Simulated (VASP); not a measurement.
# BN in VASP: a series of runs

Aim: see how the results for BN move with the level of theory and the settings. Levels: PBE, r2SCAN, HSE06. Tasks: single point.

All numbers are computed with VASP 6.6.1; they aren't measurements. Logs are shortened: lines on timing, memory, paths and dates and some standing lists are left out, and cuts for length are marked.

### Step 1. The cell of the first run

The structure is orthorhombic, space group Imm2 (No. 44). Conventional cell: a = 2.519 Å, b = 2.586 Å, c = 3.610 Å, α = 90.00°, β = 90.00°, γ = 90.00°. Within 2.1 Å of B (site symmetry mm2) lie 4 N at 1.55 to 1.58 Å. Within 2.1 Å of N (site symmetry mm2) lie 4 B at 1.55 to 1.58 Å.

### Step 2. Single point, PBE (shear xy strain +2.6%)

Input file INCAR:

```
SYSTEM = BN
PREC     = Accurate       ! precision mode
ENCUT    = 520            ! plane-wave cutoff, eV
EDIFF    = 1E-6           ! SCF threshold, eV
ISMEAR   = -1             ! smearing method
SIGMA    = 0.02           ! smearing width, eV
LREAL    = .False.        ! projectors in reciprocal space
LASPH    = .True.         ! aspherical terms in the spheres
NELM     = 60             ! most SCF steps
ALGO     = Normal         ! electronic algorithm
ISIF     = 2              ! what is computed and relaxed
LWAVE    = .False.        ! write WAVECAR
LCHARG   = .True.         ! write CHGCAR
GGA      = PE             ! functional
LELF     = .True.         ! ELF
LVHAR    = .True.       
NBANDS   = 11             ! bands
```

Input file KPOINTS:

```
regular mesh
0
Gamma
  12 12 12
  0 0 0
```

Input file POSCAR:

```
BN
1.0
    0.0236432017      1.8048245542      1.8048245542
    1.8048245542      0.0236432017      1.8048245542
    1.8284677559      1.8284677559      0.0000000000
B N
1 1
Direct
    0.0001192129      0.0001192129     -0.0001192129
    0.2498807871      0.2498807871      0.2501192129
```

Potentials or basis: VASP PAW PBE potentials, release 64 (B, N).

Launch:

```sh
$ cat potpaw_PBE.64/B/POTCAR potpaw_PBE.64/N/POTCAR > POTCAR
$ mpirun -np 1 vasp_std > vasp.out
```

OUTCAR:

```text
SYSTEM = BN
   PREC = Accurate
   ENCUT = 520
   EDIFF = 1E-6
   ISMEAR = -1
   LREAL = .False.
   LASPH = .True.
   NELM = 60
   ISIF = 2
   GGA = PE

 ion  position               nearest neighbor table
   1  0.000  0.000  1.000-   2 1.55   2 1.55   2 1.58   2 1.58
   2  0.250  0.250  0.250-   1 1.55   1 1.55   1 1.58   1 1.58

  LATTYP: Found a body centered orthorhombic cell.
 ALAT       =     2.5189708258
 B/A-ratio  =     1.0265477759
 C/A-ratio  =     1.4329856747

  Lattice vectors:

 A1 = (   1.8048245542,   0.0236432017,  -1.8048245542)
 A2 = (  -1.8048245542,  -0.0236432017,  -1.8048245542)
 A3 = (   0.0236432017,   1.8048245542,   1.8048245542)

Analysis of symmetry for initial positions (statically):
=====================================================================
 Subroutine PRICEL returns:
 Original cell was already a primitive cell.

 Routine SETGRP: Setting up the symmetry group for a
 body centered orthorhombic supercell.

 Subroutine GETGRP returns: Found  4 space group operations
 (whereof  4 operations were pure point group operations)
 out of a pool of  8 trial point group operations.

The static configuration has the point symmetry C_2v.

Analysis of symmetry for dynamics (positions and initial velocities):
=====================================================================
 Subroutine PRICEL returns:
 Original cell was already a primitive cell.

 Routine SETGRP: Setting up the symmetry group for a
 body centered orthorhombic supercell.

 Subroutine GETGRP returns: Found  4 space group operations
 (whereof  4 operations were pure point group operations)
 out of a pool of  8 trial point group operations.

The dynamic configuration has the point symmetry C_2v.

 Subroutine INISYM returns: Found  4 space group operations
 (whereof  4 operations are pure point group operations),
 and found     1 'primitive' translations

----------------------------------------------------------------------------------------

                                     Primitive cell

  volume of cell :      11.7560

  direct lattice vectors                    reciprocal lattice vectors
     0.023643202  1.804824554  1.804824554    -0.280712573  0.280712573  0.277035238
     1.804824554  0.023643202  1.804824554     0.280712573 -0.280712573  0.277035238
     1.828467756  1.828467756  0.000000000     0.273453004  0.273453004 -0.277035238

  length of vectors
     2.552516865  2.552516865  2.585843899     0.484094640  0.484094640  0.475711692

  position of ions in fractional coordinates (direct lattice)
     0.000119213  0.000119213  0.999880787
     0.249880787  0.249880787  0.250119213

  ion indices of the primitive-cell ions
   primitive index   ion index
                 1           1
                 2           2

----------------------------------------------------------------------------------------

 KPOINTS: regular mesh

Automatic generation of k-mesh.
 Grid dimensions read from file:
 generate k-points for:   12   12   12

 Generating k-lattice:

  Cartesian coordinates                     Fractional coordinates (reciprocal lattice)
    -0.023392714  0.023392714  0.023086270     0.083333333  0.000000000  0.000000000
     0.023392714 -0.023392714  0.023086270     0.000000000  0.083333333  0.000000000
     0.022787750  0.022787750 -0.023086270    -0.000000000 -0.000000000  0.083333333

  Length of vectors
     0.040341220  0.040341220  0.039642641

  Shift w.r.t. Gamma in fractional coordinates (k-lattice)
     0.000000000  0.000000000  0.000000000

 Subroutine IBZKPT returns following result:
 ===========================================

 Found    280 irreducible k-points:

 Following reciprocal coordinates:
            Coordinates               Weight
  0.000000  0.000000  0.000000      1.000000
  0.083333 -0.000000  0.000000      4.000000
  0.166667 -0.000000  0.000000      4.000000
  0.250000 -0.000000  0.000000      4.000000
  0.333333 -0.000000  0.000000      4.000000
  0.416667 -0.000000  0.000000      4.000000
[... 16 lines left out ...]
  0.500000  0.166667  0.000000      4.000000
 -0.416667  0.166667  0.000000      4.000000
 [... further k-points ...]
   k-points           NKPTS =    280   k-points in BZ     NKDIM =    280   number of bands    NBANDS=     11
   number of dos      NEDOS =    301   number of ions     NIONS =      2
   total plane-waves  NPLWV =   8000
   dimension x,y,z NGX =    20 NGY =   20 NGZ =   20
   dimension x,y,z NGXF=    40 NGYF=   40 NGZF=   40
   ions per type =               1   1
   NGX,Y,Z   is equivalent  to a cutoff of  13.03, 13.03, 12.86 a.u.
   NGXF,Y,Z  is equivalent  to a cutoff of  26.05, 26.05, 25.72 a.u.
 SYSTEM =  BN
   PREC   = accura    normal or accurate (medium, high low for compatibility)
   ISTART =      0    job   : 0-new  1-cont  2-samecut
   ICHARG =      2    charge: 1-file 2-atom 10-const
   ISPIN  =      1    spin polarized calculation?
   LNONCOLLINEAR =      F non collinear calculations
   LSORBIT =      F    spin-orbit coupling
   LASPH  =      T    aspherical Exc in radial PAW
   ENCUT  =  520.0 eV  38.22 Ry    6.18 a.u.   4.75  4.75  4.81*2*pi/ulx,y,z
   NELM   =     60;   NELMIN=  2; NELMDL= -5     # of ELM steps
   EDIFF  = 0.1E-05   stopping-criterion for ELM
   LREAL  =      F    real-space projection
   EDIFFG = 0.1E-04   stopping-criterion for IOM
   NSW    =      0    number of steps for IOM
   IBRION =     -1    ionic relax: 0-MD 1-quasi-New 2-CG
   NFREE  =      0    steps in history (QN), initial steepest desc. (CG)
   ISIF   =      2    stress and relaxation
   ISYM   =      2    0-nonsym 1-usesym 2-fastsym
   POTIM  = 0.5000    time-step for ionic-motion
   TEBEG  =    0.0;   TEEND  =   0.0 temperature during run
   PSTRESS=    0.0 pullay stress
   NELECT =       8.0000    total number of electrons
   NUPDOWN=      -1.0000    fix difference up-down
   EMIN   =  10.00;   EMAX   =-10.00  energy-range for DOS
   EFERMI =   0.00;   METHOD = LEGACY
   ISMEAR =    -1;   SIGMA  =   0.02  broadening in eV -4-tet -1-fermi 0-gaus
   EFERMI_NEDOS =   21; number of points for ismear=-14 and -15
   IALGO  =     38    algorithm
   IMIX   =      4    mixing-type and parameters
     AMIX     =   0.40;   BMIX     =  1.00
     AMIX_MAG =   1.60;   BMIX_MAG =  1.00
  volume/ion in A,a.u.               =       5.88        39.67
  Fermi-wavevector in a.u.,A,eV,Ry     =   1.439963  2.721136 28.211593  2.073494
  Thomas-Fermi vector in A             =   2.558760
   LORBIT       =      0    0 simple, 1 ext, 2 COOP (PROOUT), +10 PAW based schemes
   GGA     = PE    functional components
   LHFCALC =     F    Hartree Fock is set to
   AEXX    =    0.0000 exact exchange contribution
   IVDW    =     0    specifies the selected vdW correction
   LEPSILON=     F    determine dielectric tensor
   LRPA    =     F    only Hartree local field effects (RPA)
 non-spin polarized calculation
  energy-cutoff  :      520.00
  volume of cell :       11.76
 maximum number of plane-waves:       331
   NGX =  9   NGY =  9   NGZ =  9

 number of electron       7.9999999 magnetization

 Free energy of the ion-electron system (eV)
  ---------------------------------------------------
  ext. energy  EPLUGINS =         0.00000000
  ---------------------------------------------------
  free energy    TOTEN  =       -17.43671807 eV

  energy without entropy =      -17.43671807  energy(sigma->0) =      -17.43671807

 E-fermi :   7.9428     XC(G=0): -12.8447

 val. band max:        7.5215635728   @ k =   0.0000   0.0000   0.0000
 cond. band min:      11.8819375484   @ k =   0.5000   0.5000   0.0000
 fundamental gap:      4.3603739755
 Fermi energy:         7.9428470898

 k-point     1 :       0.0000    0.0000    0.0000
  band No.  band energies     occupation
      1     -12.8251      2.00000
      2       7.4032      2.00000
      3       7.4516      2.00000
      4       7.5216      2.00000
      5      15.9598      0.00000
      6      16.1419      0.00000
      7      16.6530      0.00000
      8      18.0532      0.00000
      9      32.2976      0.00000
     10      35.2818      0.00000
     11      35.3043      0.00000

 k-point     2 :       0.0833   -0.0000    0.0000
  band No.  band energies     occupation
      1     -12.6520      2.00000
      2       6.6136      2.00000
      3       7.2148      2.00000
      4       7.2814      2.00000
      5      16.2517      0.00000
      6      16.2922      0.00000
      7      16.8717      0.00000
      8      18.6889      0.00000
      9      32.0466      0.00000
     10      32.8600      0.00000
     11      33.1261      0.00000

 k-point     3 :       0.1667   -0.0000    0.0000
  band No.  band energies     occupation
      1     -12.1391      2.00000
      2       4.5437      2.00000
      3       6.7607      2.00000
      4       6.8073      2.00000
      5      16.5851      0.00000
      6      16.9276      0.00000
      7      17.4381      0.00000
      8      20.0274      0.00000
      9      31.1975      0.00000
     10      31.3217      0.00000
     11      31.7006      0.00000

 k-point     4 :       0.2500   -0.0000    0.0000
  band No.  band energies     occupation
      1     -11.3095      2.00000
      2       2.0735      2.00000
      3       6.2429      2.00000
      4       6.2635      2.00000
      5      16.8856      0.00000
      6      17.5667      0.00000
      7      18.0120      0.00000
      8      21.2909      0.00000
      9      30.7246      0.00000
     10      30.7769      0.00000
     11      31.3220      0.00000
[... 239 lines left out ...]
 k-point    22 :       0.4167    0.1667    0.0000
  band No.  band energies     occupation
      1      -9.3437      2.00000
      2      -0.6068      2.00000
      3       4.2416      2.00000
      4       4.3263      2.00000
      5      15.7658      0.00000
      6      19.9368      0.00000
      7      20.2234      0.00000
      8      21.6500      0.00000
      9      27.9763      0.00000
     10      33.7474      0.00000
     11      35.6143      0.00000

 k-point    23 :       0.5000    0.1667    0.0000
  band No.  band energies     occupation
      1      -8.3297      2.00000
      2      -2.2227      2.00000
      3       3.6541      2.00000
      4       4.4188      2.00000
      5      16.0841      0.00000
      6      19.8092      0.00000
      7      19.9448      0.00000
      8      22.9682      0.00000
      9      28.3864      0.00000
     10      33.9915      0.00000
     11      34.8246      0.00000

 k-point    24 :      -0.4167    0.1667    0.0000
  band No.  band energies     occupation
      1      -8.1024      2.00000
      2      -2.5529      2.00000
      3       3.2704      2.00000
      4       4.7615      2.00000
      5      16.5422      0.00000
      6      19.5141      0.00000
      7      19.6168      0.00000
      8      23.4130      0.00000
      9      28.7633      0.00000
     10      32.5225      0.00000
     11      34.3758      0.00000

 [... further k-points ...]

------------------------ aborting loop because EDIFF is reached ----------------------------------------

  FORCE on cell =-STRESS in cart. coord.  units (eV):
  Direction    XX          YY          ZZ          XY          YZ          ZX
  --------------------------------------------------------------------------------------
  -------------------------------------------------------------------------------------
  Total        0.3995569      0.3995569      0.3749204     -0.8844494      0.0000000      0.0000000
  in kB       54.4538692     54.4538692     51.0962786   -120.5377656      0.0000000      0.0000000
  external PRESSURE =      53.3346723 kB  Pullay stress =       0.0000000 kB

 VOLUME and BASIS-vectors are now :
 -----------------------------------------------------------------------------
  energy-cutoff  :      520.00
  volume of cell :       11.76
      direct lattice vectors                 reciprocal lattice vectors
     0.023643202  1.804824554  1.804824554    -0.280712573  0.280712573  0.277035238
     1.804824554  0.023643202  1.804824554     0.280712573 -0.280712573  0.277035238
     1.828467756  1.828467756  0.000000000     0.273453004  0.273453004 -0.277035238

 POSITION                                       TOTAL-FORCE (eV/Angst)
 -----------------------------------------------------------------------------------
      1.82847      1.82847      0.00043         0.000000      0.000000      0.034533
      0.91423      0.91423      0.90198        -0.000000     -0.000000     -0.034533
 -----------------------------------------------------------------------------------
    total drift:                                0.000000      0.000000      0.000002

  FREE ENERGIE OF THE ION-ELECTRON SYSTEM (eV)
  ---------------------------------------------------
  free  energy   TOTEN  =       -17.4367180747 eV

  energy  without entropy=      -17.4367180747  energy(sigma->0) =      -17.43671807
```

Run time: 24 s. Hardware: 1 thread of AMD EPYC 7R13 (Zen 3), shared host; peak memory 0.12 GiB.

Results:

```
Free energy            : -17.4367 eV
Pressure               : 5.3 GPa
Largest force          : 0.035 eV/Å
Band gap on the k mesh : 4.36 eV (least direct gap 8.44 eV)
```

Forces in eV/Å, atoms in the order of the input:
```
B    0.000  0.000  0.035
N    0.000  0.000 -0.035
```

Levels at points of the mesh, in eV from the valence-band top:
```csv
k point,band 1,band 2,band 3,band 4,band 5,band 6,band 7,band 8
"(0.00, 0.00, 0.00)",-20.35,-0.12,-0.07,0.00,8.44,8.62,9.13,10.53
"(0.50, 0.00, 0.00)",-16.00,-10.76,-2.12,-2.10,9.85,10.39,10.81,15.27
"(0.50, 0.50, 0.00)",-14.74,-9.01,-5.23,-4.74,4.36,9.26,17.90,17.96
"(0.00, 0.00, 0.50)",-16.22,-10.83,-1.91,-1.90,10.22,10.74,10.96,15.21
"(0.50, 0.00, 0.50)",-14.73,-9.01,-4.99,-4.98,4.40,9.20,17.85,17.90
```

Caveat: the cell differs from its parent crystal (shear xy strain +2.6%); the cell stands under pressure.

(Part 1 of 2 ends here.)
